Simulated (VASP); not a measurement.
# BN (P-6m2) in VASP: a series of runs, part 2 of 2

VASP 6.6.1. The steps go on from the part before.

## (5) Relaxation of cell and atoms, PBE

File INCAR:

```
PREC     = Accurate       # precision mode
ENCUT    = 600            # plane-wave cutoff, eV
EDIFF    = 1E-7           # SCF threshold, eV
ISMEAR   = 0              # smearing method
SIGMA    = 0.1            # smearing width, eV
LREAL    = False          # projectors in reciprocal space
LASPH    = True           # aspherical terms in the spheres
NELM     = 80             # most SCF steps
ALGO     = Normal         # electronic algorithm
ISIF     = 3              # what is computed and relaxed
LWAVE    = False          # write WAVECAR
LCHARG   = False          # write CHGCAR
GGA      = PE             # functional
IBRION   = 2              # ionic algorithm
NSW      = 90             # ionic steps
EDIFFG   = -0.04          # ionic threshold
```

File KPOINTS:

```
regular mesh
0
Gamma
  3 3 8
```

File POSCAR:

```
BN
1.0
    6.1522440700      0.0000000000      0.0000000000
   -3.0761220300      5.3279996500      0.0000000000
    0.0000000000      0.0000000000      2.4608980500
B N
4 4
Direct
    0.5333333200      0.0666666400      0.0000000000
    0.9333333600      0.4666666800      0.0000000000
    0.5333333200      0.4666666800      0.0000000000
    0.3333333300      0.6666666700      0.5000000000
    0.4666666800      0.9333333600      0.5000000000
    0.0666666400      0.5333333200      0.5000000000
    0.4666666800      0.5333333200      0.5000000000
    0.6666666700      0.3333333300      0.0000000000
```

The run is started by

```console
> cat potpaw_PBE.64/B/POTCAR potpaw_PBE.64/N/POTCAR > POTCAR
> mpirun -np 1 vasp_std > vasp.out
```

Run time: 2.2 min. Hardware: 1 thread of AMD EPYC 9R45 (Zen 5), shared host; peak memory 0.18 GiB.

Results (log left out):

| Item | Value |
| --- | --- |
| Free energy | -66.9187 eV |
| Relaxed volume | 11.12 Å³/atom |
| Relaxed cell | a = 6.397 Å, b = 6.397 Å, c = 2.510 Å, α = 90.00°, β = 90.00°, γ = 120.00° |
| Space group after relaxing (to 0.05 Å) | P-6m2 (No. 187) |
| Energy gained by relaxing | 67.8 meV/atom |
| Ionic steps | 7 |
| Pressure after relaxing | 0.0 GPa |
| Largest force after relaxing | 0.031 eV/Å |
| Band gap on the k mesh | zero (band 16 reaches 3.14 eV, above the bottom of band 17 at 2.41 eV) |

Forces on the atoms (eV/Å):
```
B    0.000 -0.031  0.000
B    0.027  0.016  0.000
B   -0.027  0.016  0.000
B    0.000  0.000  0.000
N    0.000  0.012  0.000
N   -0.011 -0.006  0.000
N    0.011 -0.006  0.000
N    0.000  0.000  0.000
```

Step by step:
```csv
step,energy change (eV),largest force (eV/Å),pressure (GPa),volume (Å³)
1,0.0000,1.0492,21.04,80.67
2,-0.0206,1.7536,-13.42,97.13
3,-0.5096,0.7208,0.95,88.41
4,-0.4559,1.3125,-3.27,90.46
5,-0.5356,0.0479,-0.69,89.15
6,-0.5415,0.0199,0.29,88.89
7,-0.5423,0.0315,0.04,88.96
```

Final structure:
```
B N
1.0
     6.39720    0.00000    0.00000
    -3.19860    5.54013    0.00000
     0.00000    0.00000    2.50996
B N
4 4
Direct
  0.53371 0.06741 0.00000
  0.93259 0.46629 0.00000
  0.53371 0.46629 0.00000
  0.33333 0.66667 0.50000
  0.46809 0.93617 0.50000
  0.06383 0.53191 0.50000
  0.46809 0.53191 0.50000
  0.66667 0.33333 0.00000
```

Levels at points of the mesh, in eV from the Fermi level:
| k point | band 13 | band 14 | band 15 | band 16 | band 17 | band 18 | band 19 | band 20 |
| --- | --- | --- | --- | --- | --- | --- | --- | --- |
| (0.00, 0.00, 0.00) | -4.69 | -4.69 | -3.87 | 0.12 | 2.54 | 4.45 | 4.45 | 6.66 |
| (0.00, 0.00, 0.50) | -3.51 | -2.37 | -2.37 | -1.15 | -0.38 | 1.83 | 1.83 | 3.91 |

Caveat: the k points lie up to 0.38 Å⁻¹ apart in the final cell.

## (6) Relaxation of cell and atoms, PBE

This run uses another cell than the first one, of 11.12 Å³/atom, 1.103 times its volume.

File INCAR:

```
SYSTEM = BN
PREC = Accurate
ENCUT = 600
EDIFF = 1E-6
ISMEAR = 0
SIGMA = 0.1
LREAL = .FALSE.
LASPH = .TRUE.
NELM = 80
ALGO = Normal
ISIF = 3
LWAVE = .FALSE.
LCHARG = .FALSE.
GGA = PE
IBRION = 2
NSW = 100
EDIFFG = -0.01
```

File KPOINTS:

```
Automatic mesh
0
G
  6 6 14
  0 0 0
```

File POSCAR:

```
BN
1.0
    6.3978521681      0.0000000000      0.0000000000
   -3.1989260841      5.5407025072      0.0000000000
    0.0000000000      0.0000000000      2.5098775927
B N
4 4
Direct
    0.5336500862      0.0673001723      0.0000000000
    0.9326998277      0.4663499138      0.0000000000
    0.5336500862      0.4663499138      0.0000000000
    0.3333333333      0.6666666667      0.5000000000
    0.4680816674      0.9361633348      0.5000000000
    0.0638366652      0.5319183326      0.5000000000
    0.4680816674      0.5319183326      0.5000000000
    0.6666666667      0.3333333333      0.0000000000
```

Potentials or basis: VASP PAW PBE potentials, release 64 (B, N).

The run is started by

```console
> cat potpaw_PBE.64/B/POTCAR potpaw_PBE.64/N/POTCAR > POTCAR
> mpirun -np 1 vasp_std > vasp.out
```

Wall time 2.5 min (1 thread of AMD EPYC 9R45 (Zen 5), shared host); peak memory 0.26 GiB.

Results (log left out):

| Property | Result |
| --- | --- |
| Free energy | -66.9017 eV |
| Energy gained by relaxing | 0.0 meV/atom |
| Ionic steps | 3 |
| Pressure after relaxing | 0.0 GPa |
| Largest force after relaxing | 0.006 eV/Å |
| Band gap on the k mesh | zero (band 16 reaches 3.11 eV, above the bottom of band 17 at 2.43 eV) |

Forces in eV/Å, atoms in the order of the input:
```
B    0.000 -0.003  0.000
B    0.003  0.002  0.000
B   -0.003  0.002  0.000
B    0.000  0.000  0.000
N    0.000 -0.006  0.000
N    0.005  0.003  0.000
N   -0.005  0.003  0.000
N    0.000  0.000  0.000
```

The path:
```csv
step,energy change (eV),largest force (eV/Å),pressure (GPa),volume (Å³)
1,0.0000,0.0530,0.01,88.97
2,0.0004,0.1039,0.05,88.98
3,-0.0001,0.0059,0.02,88.97
```

Final structure:
```cif
data_structure
_symmetry_space_group_name_H-M 'P 1'
_symmetry_Int_Tables_number 1
_cell_length_a 6.3983
_cell_length_b 6.3983
_cell_length_c 2.5096
_cell_angle_alpha 90.000
_cell_angle_beta 90.000
_cell_angle_gamma 120.000
_cell_volume 88.97
loop_
_atom_site_label
_atom_site_type_symbol
_atom_site_fract_x
_atom_site_fract_y
_atom_site_fract_z
_atom_site_occupancy
B1 B 0.53358 0.06715 0.00000 1
B2 B 0.93285 0.46642 0.00000 1
B3 B 0.53358 0.46642 0.00000 1
B4 B 0.33333 0.66667 0.50000 1
N1 N 0.46814 0.93628 0.50000 1
N2 N 0.06372 0.53186 0.50000 1
N3 N 0.46814 0.53186 0.50000 1
N4 N 0.66667 0.33333 0.00000 1
```

Levels at points of the mesh, in eV from the Fermi level:
```
           k point  band 13  band 14  band 15  band 16  band 17  band 18  band 19  band 20
(0.00, 0.00, 0.00)    -4.69    -4.69    -3.87     0.11     2.55     4.48     4.48     6.68
(0.50, 0.00, 0.00)    -4.37    -4.14    -3.38     0.32     3.51     4.46     4.91     5.57
(0.00, 0.00, 0.50)    -3.51    -2.35    -2.35    -1.13    -0.34     1.85     1.85     3.92
(0.50, 0.00, 0.50)    -3.47    -2.32    -2.10    -1.34    -0.14     1.74     2.14     3.29
```

## (7) Overview

```tsv
task	cell	k mesh	cutoff (eV)	gap on the mesh (eV)	pressure (GPa)	relaxed volume (Å³/atom)	largest force (eV/Å)
single point	a = 6.152, b = 6.152, c = 2.461 Å, angles 90.0, 90.0, 120.0°, 8 atoms	3 × 3 × 8	520	none	21.2	-	1.05
single point	a = 6.398, b = 6.398, c = 2.510 Å, angles 90.0, 90.0, 120.0°, 8 atoms	3 × 3 × 8	520	none	0.1	-	-
single point	a = 6.400, b = 6.400, c = 2.510 Å, angles 90.0, 90.0, 120.0°, 8 atoms	6 × 6 × 14	520	none	0.0	-	0.01
relaxation of cell and atoms	relaxed from a = 6.152, b = 6.152, c = 2.461 Å, angles 90.0, 90.0, 120.0°, 8 atoms	3 × 3 × 8	600	none	0.0	11.12	0.03
relaxation of cell and atoms	relaxed from a = 6.398, b = 6.398, c = 2.510 Å, angles 90.0, 90.0, 120.0°, 8 atoms	6 × 6 × 14	600	none	0.0	11.12	0.01
```

Alike in all rows: level PBE; potentials or basis VASP PAW PBE potentials, release 64 (B, N); no spin polarisation; smearing gaussian 0.1 eV.

Caveats: some runs use coarse meshes; forces of over 1 eV/Å act on the atoms, so gaps and moduli don't describe the material at rest (some runs).

Absolute energies hang on the potentials; compare differences alone.
